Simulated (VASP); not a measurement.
# S (P1) in VASP: a series of runs

The runs below take S through single point, with PBEsol+D3(BJ).

Everything below comes from runs of VASP 6.6.1. Logs are shortened: lines on timing, memory, paths and dates and some standing lists are left out, and cuts for length are marked.

### Step 1. The cell of the first run

The typed cell holds 8 atoms: a = 4.158 Å, b = 4.158 Å, c = 4.158 Å, α = 104.03°, β = 104.03°, γ = 104.03°.

### Step 2. Single point, PBEsol+D3(BJ)

Input file INCAR:

```
PREC = Accurate
ENCUT = 400
EDIFF = 1E-6
ISMEAR = 1
SIGMA = 0.15
LREAL = False
LASPH = True
NELM = 120
ALGO = Normal
ISIF = 2
LWAVE = False
LCHARG = False
GGA = PS
IVDW = 12
NBANDS = 34
GGA_COMPAT = False
```

Input file KPOINTS:

```
regular mesh
0
Gamma
  2 2 2
```

Input file POSCAR:

```
S
1.0
    3.2770000000      1.8919768400      1.7226666600
   -3.2770000000      1.8919768400      1.7226666600
    0.0000000000     -3.7839536600      1.7226666600
S
8
Direct
    0.0005162920     -0.0034367138     -0.0064975348
   -0.0013575872     -0.0005153535      0.5022425247
    0.0021063748      0.5066230058      0.0047826183
    0.0019365781      0.4999753330      0.4948212584
    0.4936162801     -0.0073812786      0.0005109369
    0.5016415407     -0.0006028902      0.5023522203
    0.4952247710      0.4978295925      0.0001569407
    0.5098643311      0.5091365313      0.5075910553
```

Potentials or basis: VASP PAW PBE potentials, release 64 (S).

The run is started by

```console
cat potpaw_PBE.64/S/POTCAR > POTCAR
mpirun -np 1 vasp_std > vasp.out
```

OUTCAR:

```text
PREC = Accurate
   ENCUT = 400
   EDIFF = 1E-6
   ISMEAR = 1
   LREAL = False
   LASPH = True
   NELM = 120
   ISIF = 2
   GGA = PS
   IVDW = 12
 IVDW          = 12

 ion  position               nearest neighbor table
   1  0.001  0.997  0.994-   2 2.04   5 2.05   3 2.05   3 2.11   5 2.11   2 2.11   8 2.52   7 2.54
                             6 2.54   4 2.55   4 2.57   6 2.58   7 2.58   8 2.65
   2  0.999  0.999  0.502-   1 2.04   6 2.07   4 2.07   4 2.09   6 2.09   1 2.11   8 2.51   3 2.54
                             5 2.55   5 2.56   7 2.57   3 2.58   7 2.60   8 2.60
   3  0.002  0.507  0.005-   4 2.04   1 2.05   7 2.06   7 2.09   1 2.11   4 2.11   5 2.51   8 2.54
                             2 2.54   6 2.57   2 2.58   8 2.58   6 2.60   5 2.61
   4  0.002  0.500  0.495-   3 2.04   8 2.07   2 2.07   2 2.09   8 2.09   3 2.11   6 2.54   1 2.55
                             7 2.56   7 2.56   5 2.57   1 2.57   6 2.57   5 2.60
   5  0.494  0.993  0.001-   1 2.05   7 2.06   6 2.07   6 2.09   7 2.10   1 2.11   3 2.51   8 2.53
                             2 2.55   2 2.56   4 2.57   8 2.59   4 2.60   3 2.61
   6  0.502  0.999  0.502-   8 2.05   2 2.07   5 2.07   5 2.09   2 2.09   8 2.11   1 2.54   4 2.54
                             7 2.56   7 2.56   3 2.57   4 2.57   1 2.58   3 2.60
   7  0.495  0.498  0.000-   5 2.06   3 2.06   8 2.07   8 2.08   3 2.09   5 2.10   1 2.54   6 2.56
                             4 2.56   4 2.56   6 2.56   2 2.57   1 2.58   2 2.60
   8  0.510  0.509  0.508-   6 2.05   4 2.07   7 2.07   7 2.08   4 2.09   6 2.11   2 2.51   1 2.52
                             5 2.53   3 2.54   3 2.58   5 2.59   2 2.60   1 2.65

  LATTYP: Found a trigonal (rhomboedric) cell.
 ALAT       =     4.1576298277
 COS(alpha) =    -0.2424852430

  Lattice vectors:

 A1 = (   3.2770000000,   1.8919768400,   1.7226666600)
 A2 = (  -3.2770000000,   1.8919768400,   1.7226666600)
 A3 = (   0.0000000000,  -3.7839536600,   1.7226666600)

Analysis of symmetry for initial positions (statically):
=====================================================================
 Subroutine PRICEL returns:
 Original cell was already a primitive cell.

 Routine SETGRP: Setting up the symmetry group for a
 trigonal (rhombohedral) supercell.

 Subroutine GETGRP returns: Found  1 space group operations
 (whereof  1 operations were pure point group operations)
 out of a pool of 12 trial point group operations.

The static configuration has the point symmetry C_1 .

Analysis of symmetry for dynamics (positions and initial velocities):
=====================================================================
 Subroutine PRICEL returns:
 Original cell was already a primitive cell.

 Routine SETGRP: Setting up the symmetry group for a
 trigonal (rhombohedral) supercell.

 Subroutine GETGRP returns: Found  1 space group operations
 (whereof  1 operations were pure point group operations)
[... 111 lines left out ...]
   EFERMI =   0.00;   METHOD = LEGACY
   ISMEAR =     1;   SIGMA  =   0.15  broadening in eV -4-tet -1-fermi 0-gaus
   EFERMI_NEDOS =   21; number of points for ismear=-14 and -15
   IALGO  =     38    algorithm
   IMIX   =      4    mixing-type and parameters
     AMIX     =   0.40;   BMIX     =  1.00
     AMIX_MAG =   1.60;   BMIX_MAG =  1.00
  volume/ion in A,a.u.               =       8.01        54.06
  Fermi-wavevector in a.u.,A,eV,Ry     =   1.486758  2.809565 30.074995  2.210450
  Thomas-Fermi vector in A             =   2.600004
   LORBIT       =      0    0 simple, 1 ext, 2 COOP (PROOUT), +10 PAW based schemes
   GGA     = PS    functional components
   LHFCALC =     F    Hartree Fock is set to
   AEXX    =    0.0000 exact exchange contribution
   IVDW    =    12    specifies the selected vdW correction
   LEPSILON=     F    determine dielectric tensor
   LRPA    =     F    only Hartree local field effects (RPA)
 non-spin polarized calculation
 Methfessel and Paxton  Order N= 1 SIGMA  =   0.15
  energy-cutoff  :      400.00
  volume of cell :       64.08
 maximum number of plane-waves:      1175
 NGX is ok and might be reduce to    28
   NGX = 13   NGY = 13   NGZ = 13

 number of electron      47.9999995 magnetization

 Free energy of the ion-electron system (eV)
  ---------------------------------------------------
  ext. energy  EPLUGINS =         0.00000000
  ---------------------------------------------------
  free energy    TOTEN  =       -11.83910975 eV

  energy without entropy =      -11.84660342  energy(sigma->0) =      -11.84160764

 E-fermi :  20.3528     XC(G=0): -14.6035

 val. band max:       20.2677949073   @ k =   0.5000  -0.0000   0.5000
 cond. band min:      21.2916051267   @ k =   0.5000  -0.0000   0.5000
 fundamental gap:      1.0238102194
 Fermi energy:        20.3527770027

 k-point     1 :       0.0000    0.0000    0.0000
  band No.  band energies     occupation
      1      -5.9917      2.00000
      2       2.3901      2.00000
      3       2.4089      2.00000
      4       2.4135      2.00000
      5       4.5473      2.00000
      6       4.5798      2.00000
[... 285 lines left out ...]
     33      26.5616      0.00000
     34      26.6658      0.00000

------------------------ aborting loop because EDIFF is reached ----------------------------------------

 Edisp (eV)   -4.82761

 E8    (eV) :    -2.7775

  FORCE on cell =-STRESS in cart. coord.  units (eV):
  Direction    XX          YY          ZZ          XY          YZ          ZX
  --------------------------------------------------------------------------------------
  -------------------------------------------------------------------------------------
  Total      62.60533    61.91279    85.65803    -0.37816     0.21966    -0.19215
  in kB    1565.22625  1547.91182  2141.57799    -9.45454     5.49184    -4.80403
  external pressure =     1751.57 kB  Pullay stress =        0.00 kB

 VOLUME and BASIS-vectors are now :
 -----------------------------------------------------------------------------
  energy-cutoff  :      400.00
  volume of cell :       64.08
      direct lattice vectors                 reciprocal lattice vectors
     3.277000000  1.891976840  1.722666660     0.152578578  0.088091283  0.193498452
    -3.277000000  1.891976840  1.722666660    -0.152578578  0.088091283  0.193498452
     0.000000000 -3.783953660  1.722666660     0.000000000 -0.176182566  0.193498453

 POSITION                                       TOTAL-FORCE (eV/Angst)
 -----------------------------------------------------------------------------------
     -3.26405     -1.87292      3.42911        -0.936157     -0.853510      0.922816
     -0.00276      1.87995      4.30730        -0.049991      1.117117      0.043084
     -1.65330      0.94441      0.88461         0.261275     -0.209089     -1.281994
     -1.63207     -0.92278      1.71704         0.583283     -0.433232      0.146946
     -1.63523      2.80999      2.56117         0.098471      0.592897      1.179536
     -1.63114      0.93905      3.45117        -0.880094      0.259780      0.352025
     -0.00854      1.87824      1.71097         0.661129     -0.037155      0.188877
      0.00238      0.00723      2.62981         0.262084     -0.436807     -1.551290
 -----------------------------------------------------------------------------------
    total drift:                                0.000038     -0.000069     -0.000027

  FREE ENERGIE OF THE ION-ELECTRON SYSTEM (eV)
  ---------------------------------------------------
  free  energy   TOTEN  =       -16.6667218529 eV

  energy  without entropy=      -16.6742155288  energy(sigma->0) =      -16.66921974
```

It took 6.3 s on 1 thread of Intel Xeon 6975P-C (Granite Rapids), shared host; peak memory 0.16 GiB.

Results:

* Free energy: -16.6667 eV
* Pressure: 175.2 GPa
* Largest force: 1.633 eV/Å
* Band gap on the k mesh: zero (bands 24 and 25 overlap by 3.80 eV)
* Dispersion energy per atom: -0.603 eV

Forces on the atoms (eV/Å):
```
S   -0.936 -0.854  0.923
S   -0.050  1.117  0.043
S    0.261 -0.209 -1.282
S    0.583 -0.433  0.147
S    0.098  0.593  1.180
S   -0.880  0.260  0.352
S    0.661 -0.037  0.189
S    0.262 -0.437 -1.551
```

Caveat: the k points lie up to 0.82 Å⁻¹ apart, too coarse for converged energies and pressures of a metal; three body term missing; the PAW data sets were made with another functional, which shifts forces and pressure a little.

### Step 3. Single point, PBEsol+D3(BJ)

Input file INCAR:

```
SYSTEM = S
PREC = Accurate ; ENCUT = 400
EDIFF = 1E-6 ; ISMEAR = 1
SIGMA = 0.15 ; LREAL = .False.
LASPH = .True. ; NELM = 120
ALGO = Normal ; ISIF = 2
LWAVE = .False. ; LCHARG = .True.
GGA = PS ; IVDW = 12
LELF = .True. ; LVHAR = .True.
NBANDS = 34 ; GGA_COMPAT = .False.
```

Input file KPOINTS:

```
Automatic mesh
0
Gamma
  2 2 2
  0 0 0
```

Input file POSCAR:

```
S
1.0
    3.2770000000      1.8919768400      1.7226666600
   -3.2770000000      1.8919768400      1.7226666600
    0.0000000000     -3.7839536600      1.7226666600
S
8
Direct
    0.0010302475     -0.0062681962     -0.0117699849
   -0.0033758565     -0.0001839127      0.5041528439
    0.0057741975      0.5137995255      0.0128908689
    0.0057018815      0.5007220218      0.4869685154
    0.4869622620     -0.0130795445      0.0017867889
    0.5051858831      0.0013409029      0.5058484114
    0.4895921781      0.4967349917      0.0024334764
    0.5216405340      0.5177659536      0.5178448729
```

Potentials or basis: VASP PAW PBE potentials, release 64 (S).

The run is started by

```console
cat potpaw_PBE.64/S/POTCAR > POTCAR
mpirun -np 1 vasp_std > vasp.out
```

It took 6.5 s on 1 thread of Intel Xeon 6975P-C (Granite Rapids), shared host; peak memory 0.16 GiB.

The run converged. Its results:

* Free energy: -16.3090 eV
* Pressure: 176.8 GPa
* Largest force: 3.019 eV/Å
* Band gap on the k mesh: zero (bands 24 and 25 overlap by 3.76 eV)
* Dispersion energy per atom: -0.603 eV

Forces in eV/Å, atoms in the order of the input:
```
S   -1.735 -1.658  1.634
S   -0.016  2.208  0.301
S    0.280 -0.006 -2.888
S    1.135 -1.374  0.652
S    0.288  1.181  2.221
S   -1.736  0.346  0.492
S    1.382  0.130  0.464
S    0.402 -0.828 -2.876
```

Stress tensor (GPa, compression positive):
```
159.11  -1.65  -0.72
 -1.65 157.97   0.79
 -0.72   0.79 213.46
```

Levels at points of the mesh, in eV from the Fermi level:
| k point | band 20 | band 21 | band 22 | band 23 | band 24 | band 25 | band 26 | band 27 | band 28 | band 29 |
| --- | --- | --- | --- | --- | --- | --- | --- | --- | --- | --- |
| (0.00, 0.00, 0.00) | -3.79 | -1.03 | -1.00 | 0.87 | 0.90 | 1.03 | 4.60 | 4.65 | 4.76 | 5.54 |
| (0.50, 0.00, 0.00) | -4.94 | -4.87 | -4.57 | 1.17 | 1.42 | 4.22 | 4.54 | 5.07 | 5.41 | 5.65 |
| (0.00, 0.50, 0.00) | -5.17 | -4.82 | -4.80 | 1.27 | 1.37 | 4.17 | 4.45 | 5.05 | 5.46 | 5.85 |
| (0.00, 0.00, 0.50) | -5.07 | -4.82 | -4.53 | 1.11 | 1.53 | 4.29 | 4.61 | 4.98 | 5.33 | 5.70 |
| (0.50, 0.50, 0.00) | -3.29 | -2.43 | -2.41 | -1.36 | -1.28 | -0.27 | -0.22 | 0.82 | 0.90 | 4.17 |
| (0.50, 0.00, 0.50) | -3.20 | -2.47 | -2.22 | -1.58 | -1.16 | -0.33 | -0.09 | 0.75 | 0.98 | 4.11 |
| (0.00, 0.50, 0.50) | -3.22 | -2.44 | -2.36 | -1.45 | -1.20 | -0.32 | -0.15 | 0.81 | 0.96 | 4.07 |
| (0.50, 0.50, 0.50) | -3.49 | -2.71 | -2.53 | -2.43 | -2.38 | -2.23 | -2.08 | 3.01 | 3.31 | 3.35 |

Caveat: the k points lie up to 0.82 Å⁻¹ apart, too coarse for converged energies and pressures of a metal; three body term missing; the PAW data sets were made with another functional, which shifts forces and pressure a little.
